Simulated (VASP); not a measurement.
MgO:

```xyz
4
Lattice="3.5206 0.0000 0.0000 -1.7603 3.0489 0.0000 0.0000 0.0000 4.2386" Properties=species:S:1:pos:R:3 pbc="T T T"
Mg    0.0000    2.0326    1.0596
Mg    1.7603    1.0163    3.1789
O     1.7603    1.0163    1.0596
O     0.0000    2.0326    3.1789
```

| Item | Value |
| --- | --- |
| Program | VASP 6.6.1 |
| Task | relaxation of cell and atoms |
| Functional | PBEsol |
| Potentials or basis | VASP PAW PBE potentials, release 64 (Mg, O) |
| Cutoff | 600 eV |
| k mesh | 12 × 12 × 6 |
| Occupations | fermi-dirac, width 0.02 eV |
| Spin | no spin polarisation |

At the start: pressure -3.7 GPa; volume 11.37 Å³/atom.

How do energy, volume and symmetry change on relaxing?

Over 6 steps the energy falls by 4.1 meV/atom and the volume is 11.05 Å³/atom (-2.9 %); space group P6_3/mmc (No. 194, to 0.05 Å).

Step by step:
```csv
step,energy change (eV),largest force (eV/Å),pressure (GPa),volume (Å³)
1,0.0000,0.0000,-3.73,45.50
2,-0.0149,0.0000,1.19,43.78
3,-0.0162,0.0000,0.01,44.15
4,-0.0162,0.0000,-0.07,44.18
5,-0.0163,0.0000,-0.07,44.18
6,-0.0163,0.0000,-0.07,44.18
```

Final structure:
```xyz
4
Lattice="3.4902 0.0000 0.0000 -1.7451 3.0226 0.0000 0.0000 0.0000 4.1882" Properties=species:S:1:pos:R:3 pbc="T T T"
Mg    0.0000    2.0151    1.0471
Mg    1.7451    1.0075    3.1412
O     1.7451    1.0075    1.0471
O     0.0000    2.0151    3.1412
```

Caveat: the PAW data sets were made with another functional, which shifts forces and pressure a little.
